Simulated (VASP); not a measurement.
Set up this calculation in VASP 6.6.1, as the native input.

| Item | Value |
| --- | --- |
| Task | single point |
| Functional | HSE06 |
| Dispersion | D3(BJ) |
| Potentials or basis | VASP PAW PBE potentials, release 64 (Al) |
| Cutoff | 520 eV |
| k mesh | 8 × 8 × 8 |
| Occupations | methfessel-paxton, width 0.1 eV |
| Spin | no spin polarisation |
| Dipole correction | no |
| Grid for exact exchange (PRECFOCK) | Normal |
| Further INCAR settings | ALGO = Normal; EDIFF = 1e-06; NBANDS = 8 |
| Share of exact exchange | 0.25 |
| Screening parameter | 0.2079 1/Å |

Al:

```
Al
1.0
    -1.61216    1.61216    1.61216
     1.61216   -1.61216    1.61216
     1.61216    1.61216   -1.61216
Al
1
Direct
  0.00000 0.00000 0.00000
```

This isn't the form of Al at room conditions, which is fcc.

The input as run:

POSCAR

```
Al
1.0
   -1.6121581793      1.6121581793      1.6121581793
    1.6121581793     -1.6121581793      1.6121581793
    1.6121581793      1.6121581793     -1.6121581793
Al
1
Direct
    0.0000000000      0.0000000000      0.0000000000
```

INCAR.step1

```
  PREC = Accurate
  ENCUT = 520
  EDIFF = 1E-5
  ISMEAR = 1
  SIGMA = 0.1
  LREAL = False
  LASPH = True
  NELM = 100
  ALGO = Normal
  ISIF = 2
  LWAVE = True
  LCHARG = False
  GGA = PE
  NBANDS = 8
```

INCAR.step2

```
  PREC = Accurate
  ENCUT = 520
  EDIFF = 1E-6
  ISMEAR = 1
  SIGMA = 0.1
  LREAL = False
  LASPH = True
  NELM = 100
  ALGO = Normal
  ISIF = 2
  LWAVE = False
  LCHARG = False
  GGA = PE
  LHFCALC = True
  HFSCREEN = 0.2079
  PRECFOCK = Normal
  IVDW = 12
  VDW_S6 = 1.0
  VDW_S8 = 2.31
  VDW_A1 = 0.383
  VDW_A2 = 5.685
  ISTART = 1
  NBANDS = 8
```

KPOINTS

```
regular mesh
0
Gamma
  8 8 8
```

Potentials or basis: VASP PAW PBE potentials, release 64 (Al).

The run is started by

```bash
$ cat potpaw_PBE.64/Al/POTCAR > POTCAR
$ cp INCAR.step1 INCAR
$ mpirun -np 1 vasp_std > vasp.out
$ cp INCAR.step2 INCAR
$ mpirun -np 1 vasp_std > vasp.out
```

Results of the run:

```yaml
Pressure: -3.5 GPa
Band_gap_on_the_k_mesh: zero (an odd number of electrons rules out a gap without spin polarisation)
Dispersion_energy_per_atom: -0.425 eV
```

Caveat: three body term missing; the cell stands under tension; the PAW data sets were made with another functional, which shifts forces and pressure a little.

Wall time 4.6 min on 1 thread of AMD EPYC 7R13 Processor (Zen 3), on a shared host, peak memory 0.22 GiB.
